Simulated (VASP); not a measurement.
# LiSi16 (a cell with a defect) in VASP: notebook, part 2 of 2

VASP 6.6.1. The steps go on from the part before.

## (3) Single point, PBEsol

Input file INCAR:

```
SYSTEM = LiSi16
  PREC = Accurate
  ENCUT = 520
  EDIFF = 1E-7
  ISMEAR = 0
  SIGMA = 0.05
  LREAL = Auto
  LASPH = .True.
  NELM = 80
  ALGO = Normal
  ISIF = 2
  LWAVE = .False.
  LCHARG = .False.
  GGA = PS
  NBANDS = 48
  NELECT = 66.0
```

Input file KPOINTS:

```
regular mesh
0
Gamma
  2 2 2
  0 0 0
```

Input file POSCAR:

```
LiSi16
1.0
    0.0000000000      5.4300000000      5.4300000000
    5.4300000000      0.0000000000      5.4300000000
    5.4300000000      5.4300000000      0.0000000000
Si Li
16 1
Direct
   -0.0094463883      0.0014243696      0.0019253194
    0.1193510082      0.1266056594      0.1271214940
   -0.0094504453      0.0014285353      0.5062918737
    0.1138166061      0.1302589246      0.6280583176
   -0.0094385071      0.5057876347      0.0019252999
    0.1138025505      0.6275544318      0.1307918478
   -0.0093262854      0.5028241596      0.5033589611
    0.1138082136      0.6275626195      0.6280520208
    0.4873875042      0.0039316568      0.0044417128
    0.6114284538      0.1259604251      0.1264910476
    0.4876529609      0.0008449076      0.5058555684
    0.6114299963      0.1259624534      0.6363243039
    0.4876512957      0.5053357563      0.0013580906
    0.6114263594      0.6358099245      0.1264868628
    0.4876514409      0.5053315493      0.5058601078
    0.6180988604      0.6270286960      0.6275353987
    0.7371069660      0.2540053566      0.2545562731
```

Potentials or basis: VASP PAW PBE potentials, release 64 (Si, Li_sv).

Started as:

```bash
$ cat potpaw_PBE.64/Si/POTCAR potpaw_PBE.64/Li_sv/POTCAR > POTCAR
$ mpirun -np 1 vasp_std > vasp.out
```

OUTCAR:

```text
SYSTEM = LiSi16
   PREC = Accurate
   ENCUT = 520
   EDIFF = 1E-7
   ISMEAR = 0
   LREAL = Auto
   LASPH = .True.
   NELM = 80
   ISIF = 2
   GGA = PS
   NELECT = 66.0

 ion  position               nearest neighbor table
   1  0.991  0.001  0.002-   4 2.34   6 2.34  10 2.38   2 2.38  17 2.74
   2  0.119  0.127  0.127-   9 2.31   3 2.38   1 2.38   5 2.38  17 2.40
   3  0.991  0.001  0.506-   4 2.34   8 2.34  12 2.38   2 2.38  17 2.74
   4  0.114  0.130  0.628-   7 2.34  11 2.34   3 2.34   1 2.34
   5  0.991  0.506  0.002-   8 2.34   6 2.34  14 2.38   2 2.38  17 2.74
   6  0.114  0.628  0.131-   7 2.34  13 2.34   1 2.34   5 2.34
   7  0.991  0.503  0.503-   4 2.34   8 2.34   6 2.34  16 2.34
   8  0.114  0.628  0.628-   7 2.34  15 2.34   3 2.34   5 2.34
   9  0.487  0.004  0.004-   2 2.31  12 2.31  10 2.31  14 2.31
  10  0.611  0.126  0.126-   9 2.31   1 2.38  11 2.38  13 2.38  17 2.39
  11  0.488  0.001  0.506-  16 2.34   4 2.34  12 2.38  10 2.38  17 2.73
  12  0.611  0.126  0.636-   9 2.31   3 2.38  11 2.38  15 2.38  17 2.39
  13  0.488  0.505  0.001-  16 2.34   6 2.34  10 2.38  14 2.38  17 2.73
  14  0.611  0.636  0.126-   9 2.31   5 2.38  15 2.38  13 2.38  17 2.39
  15  0.488  0.505  0.506-  16 2.34   8 2.34  12 2.38  14 2.38  17 2.73
  16  0.618  0.627  0.628-   7 2.34  11 2.34  15 2.34  13 2.34
  17  0.737  0.254  0.255-  12 2.39  10 2.39  14 2.39   2 2.40  11 2.73  15 2.73  13 2.73   3 2.74
                             1 2.74   5 2.74

  LATTYP: Found a face centered cubic cell.
 ALAT       =    10.8600000000

  Lattice vectors:

 A1 = (   0.0000000000,   5.4300000000,   5.4300000000)
 A2 = (   5.4300000000,   0.0000000000,   5.4300000000)
 A3 = (   5.4300000000,   5.4300000000,   0.0000000000)

Analysis of symmetry for initial positions (statically):
=====================================================================
 Subroutine PRICEL returns:
 Original cell was already a primitive cell.

 Routine SETGRP: Setting up the symmetry group for a
 face centered cubic supercell.

 Subroutine GETGRP returns: Found  1 space group operations
 (whereof  1 operations were pure point group operations)
 out of a pool of 48 trial point group operations.

The static configuration has the point symmetry C_1 .

Analysis of symmetry for dynamics (positions and initial velocities):
=====================================================================
 Subroutine PRICEL returns:
 Original cell was already a primitive cell.

 Routine SETGRP: Setting up the symmetry group for a
 face centered cubic supercell.

 Subroutine GETGRP returns: Found  1 space group operations
 (whereof  1 operations were pure point group operations)
 out of a pool of 48 trial point group operations.

The dynamic configuration has the point symmetry C_1 .

 Subroutine INISYM returns: Found  1 space group operations
 (whereof  1 operations are pure point group operations),
 and found     1 'primitive' translations

----------------------------------------------------------------------------------------

                                     Primitive cell

  volume of cell :     320.2060

  direct lattice vectors                    reciprocal lattice vectors
     0.000000000  5.430000000  5.430000000    -0.092081031  0.092081031  0.092081031
     5.430000000  0.000000000  5.430000000     0.092081031 -0.092081031  0.092081031
     5.430000000  5.430000000  0.000000000     0.092081031  0.092081031 -0.092081031
[... 79 lines left out ...]
   k-points           NKPTS =      8   k-points in BZ     NKDIM =      8   number of bands    NBANDS=     48
   number of dos      NEDOS =    301   number of ions     NIONS =     17
   total plane-waves  NPLWV = 216000
   dimension x,y,z NGX =    60 NGY =   60 NGZ =   60
   dimension x,y,z NGXF=   120 NGYF=  120 NGZF=  120
   ions per type =              16   1
   NGX,Y,Z   is equivalent  to a cutoff of  12.99, 12.99, 12.99 a.u.
   NGXF,Y,Z  is equivalent  to a cutoff of  25.98, 25.98, 25.98 a.u.
 SYSTEM =  LiSi16
   PREC   = accura    normal or accurate (medium, high low for compatibility)
   ISTART =      0    job   : 0-new  1-cont  2-samecut
   ICHARG =      2    charge: 1-file 2-atom 10-const
   ISPIN  =      1    spin polarized calculation?
   LNONCOLLINEAR =      F non collinear calculations
   LSORBIT =      F    spin-orbit coupling
   LASPH  =      T    aspherical Exc in radial PAW
   ENCUT  =  520.0 eV  38.22 Ry    6.18 a.u.  14.28 14.28 14.28*2*pi/ulx,y,z
   NELM   =     80;   NELMIN=  2; NELMDL= -5     # of ELM steps
   EDIFF  = 0.1E-06   stopping-criterion for ELM
   LREAL  =      T    real-space projection
   EDIFFG = 0.1E-05   stopping-criterion for IOM
   NSW    =      0    number of steps for IOM
   IBRION =     -1    ionic relax: 0-MD 1-quasi-New 2-CG
   NFREE  =      0    steps in history (QN), initial steepest desc. (CG)
   ISIF   =      2    stress and relaxation
   ISYM   =      2    0-nonsym 1-usesym 2-fastsym
   POTIM  = 0.5000    time-step for ionic-motion
   TEBEG  =    0.0;   TEEND  =   0.0 temperature during run
   PSTRESS=    0.0 pullay stress
   NELECT =      66.0000    total number of electrons
   NUPDOWN=      -1.0000    fix difference up-down
   EMIN   =  10.00;   EMAX   =-10.00  energy-range for DOS
   EFERMI =   0.00;   METHOD = LEGACY
   ISMEAR =     0;   SIGMA  =   0.05  broadening in eV -4-tet -1-fermi 0-gaus
   EFERMI_NEDOS =   21; number of points for ismear=-14 and -15
   IALGO  =     38    algorithm
   IMIX   =      4    mixing-type and parameters
     AMIX     =   0.40;   BMIX     =  1.00
     AMIX_MAG =   1.60;   BMIX_MAG =  1.00
  volume/ion in A,a.u.               =      18.84       127.11
  Fermi-wavevector in a.u.,A,eV,Ry     =   0.967044  1.827449 12.723821  0.935174
  Thomas-Fermi vector in A             =   2.096897
   LORBIT       =      0    0 simple, 1 ext, 2 COOP (PROOUT), +10 PAW based schemes
   GGA     = PS    functional components
   LHFCALC =     F    Hartree Fock is set to
   AEXX    =    0.0000 exact exchange contribution
   IVDW    =     0    specifies the selected vdW correction
   LEPSILON=     F    determine dielectric tensor
   LRPA    =     F    only Hartree local field effects (RPA)
 non-spin polarized calculation
 Gauss-broadening in eV      SIGMA  =   0.05
  energy-cutoff  :      520.00
  volume of cell :      320.21
 maximum number of plane-waves:      8646
 NGX is ok and might be reduce to    60
   NGX = 29   NGY = 29   NGZ = 29

 number of electron      66.0000001 magnetization

 Free energy of the ion-electron system (eV)
  ---------------------------------------------------
  ext. energy  EPLUGINS =         0.00000000
  ---------------------------------------------------
  free energy    TOTEN  =       -98.75983287 eV

  energy without entropy =      -98.75983287  energy(sigma->0) =      -98.75983287

 E-fermi :   6.2892     XC(G=0):  -9.5854

 val. band max:        6.0072208279   @ k =   0.0000   0.0000   0.0000
 cond. band min:       6.5231944768   @ k =   0.0000   0.0000   0.0000
 fundamental gap:      0.5159736489
 Fermi energy:         6.2891909206

 k-point     1 :       0.0000    0.0000    0.0000
  band No.  band energies     occupation
      1     -39.7501      2.00000
      2      -5.9909      2.00000
      3      -3.7209      2.00000
      4      -3.6616      2.00000
      5      -3.6615      2.00000
      6      -3.6613      2.00000
[... 373 lines left out ...]
     44      10.1991      0.00000
     45      10.2819      0.00000
 [bands above 45 left out]

------------------------ aborting loop because EDIFF is reached ----------------------------------------

  FORCE on cell =-STRESS in cart. coord.  units (eV):
  Direction    XX          YY          ZZ          XY          YZ          ZX
  --------------------------------------------------------------------------------------
  -------------------------------------------------------------------------------------
  Total       -4.5283516     -4.5287485     -4.5270410     -0.0099371      0.0089639     -0.0100064
  in kB      -22.6579827    -22.6599682    -22.6514248     -0.0497211      0.0448516     -0.0500676
  external PRESSURE =     -22.6564586 kB  Pullay stress =       0.0000000 kB

 VOLUME and BASIS-vectors are now :
 -----------------------------------------------------------------------------
  energy-cutoff  :      520.00
  volume of cell :      320.21
      direct lattice vectors                 reciprocal lattice vectors
     0.000000000  5.430000000  5.430000000    -0.092081031  0.092081031  0.092081031
     5.430000000  0.000000000  5.430000000     0.092081031 -0.092081031  0.092081031
     5.430000000  5.430000000  0.000000000     0.092081031  0.092081031 -0.092081031

 POSITION                                       TOTAL-FORCE (eV/Angst)
 -----------------------------------------------------------------------------------
      0.01819      5.38916      5.38644         0.000204      0.002074      0.001657
      1.37774      1.33835      1.33554        -0.009928      0.009756      0.009991
      2.75692      8.12785      5.38644        -0.002076      0.000036      0.001826
      4.11766      4.02838      1.32533         0.003245     -0.002712      0.001198
      2.75688      5.38920      8.12518        -0.001730      0.001969     -0.000437
      4.11782      1.32815      4.02557         0.001247      0.000226     -0.001747
[... 9 lines left out ...]
      6.81228      6.76379      6.76104         0.005077     -0.004577     -0.005958
      2.76149      5.38473      5.38174        -0.006834      0.006599      0.006666
 -----------------------------------------------------------------------------------
    total drift:                               -0.001439     -0.002158      0.004183

  FREE ENERGIE OF THE ION-ELECTRON SYSTEM (eV)
  ---------------------------------------------------
  free  energy   TOTEN  =       -98.7598328745 eV

  energy  without entropy=      -98.7598328745  energy(sigma->0) =      -98.75983287
```

Run time: 4.4 min. Hardware: 1 thread of Intel Xeon Platinum 8375C at 2.90GHz (Ice Lake), shared host; peak memory 0.47 GiB.

What came out:

| Quantity | Value |
| --- | --- |
| Free energy | -98.7598 eV |
| Largest force | 0.017 eV/Å |

Forces on the atoms (eV/Å):
```
Si   0.000  0.002  0.002
Si  -0.010  0.010  0.010
Si  -0.002  0.000  0.002
Si   0.003 -0.003  0.001
Si  -0.002  0.002  0.000
Si   0.001  0.000 -0.002
Si   0.005 -0.005 -0.005
Si   0.000 -0.001 -0.003
Si  -0.007  0.007  0.007
Si   0.001 -0.004 -0.003
Si   0.003 -0.003  0.002
Si   0.004 -0.001 -0.004
Si   0.004  0.001 -0.003
Si   0.003 -0.003 -0.002
Si  -0.001 -0.004 -0.002
Si   0.005 -0.005 -0.006
Li  -0.007  0.007  0.007
```

Levels at points of the mesh, in eV from the Fermi level:
```csv
k point,band 31,band 32,band 33,band 34,band 35,band 36
"(0.00, 0.00, 0.00)",-0.28,-0.28,-0.28,0.23,0.23,0.23
"(0.50, 0.00, 0.00)",-1.10,-1.02,-1.02,0.82,1.00,1.00
"(0.00, 0.50, 0.00)",-1.11,-1.02,-1.01,0.81,1.01,1.01
"(0.00, 0.00, 0.50)",-1.10,-1.02,-1.02,0.81,1.01,1.01
"(0.50, 0.50, 0.50)",-1.11,-1.02,-1.01,0.81,1.01,1.01
"(0.50, 0.50, 0.00)",-1.65,-1.61,-1.57,0.68,0.76,1.82
"(0.00, 0.50, 0.50)",-1.65,-1.61,-1.57,0.68,0.76,1.82
"(0.50, 0.00, 0.50)",-1.66,-1.61,-1.57,0.68,0.76,1.82
```

Caveat: the k points lie up to 0.50 Å⁻¹ apart; the cell carries a net charge on a neutralising background, which shifts energy and pressure; the cell is charged against a uniform background, so pressure and absolute levels hang on convention; the cutoff is under 1.25 times the usual one of these potentials, so pressure, stress and relaxed cells hold a basis-set (Pulay) error; the PAW data sets were made with another functional, which shifts forces and pressure a little.
